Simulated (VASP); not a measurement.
Runs of VASP 6.6.1 on AlN. The cells are those of the table. 

```tsv
cell	gap on the mesh (eV)	pressure (GPa)	largest force (eV/Å)
a = 3.089, b = 3.089, c = 15.182 Å, angles 87.7, 85.3, 60.0°, 12 atoms	(a)	3.4	1.15
a = 3.089, b = 3.089, c = 15.134 Å, angles 89.4, 88.8, 60.0°, 12 atoms	(b)	4.4	0.57
a = 3.089, b = 3.089, c = 15.144 Å, angles 88.8, 87.7, 60.0°, 12 atoms	3.00	4.1	1.15
a = 3.089, b = 3.089, c = 15.159 Å, angles 88.2, 86.5, 60.0°, 12 atoms	2.92	3.7	1.40
```

Alike in all rows: task single point; level PBE; potentials or basis VASP PAW PBE potentials, release 64 (Al, N); no spin polarisation; k mesh 8 × 8 × 2; cutoff (eV) 520; smearing gaussian 0.05 eV.

Q: Estimate the missing entries.

A: (a) 2.99; (b) 3.16.

Caveats: forces of over 1 eV/Å act on the atoms, so gaps and moduli don't describe the material at rest (some runs).

A k mesh can miss the band edges.
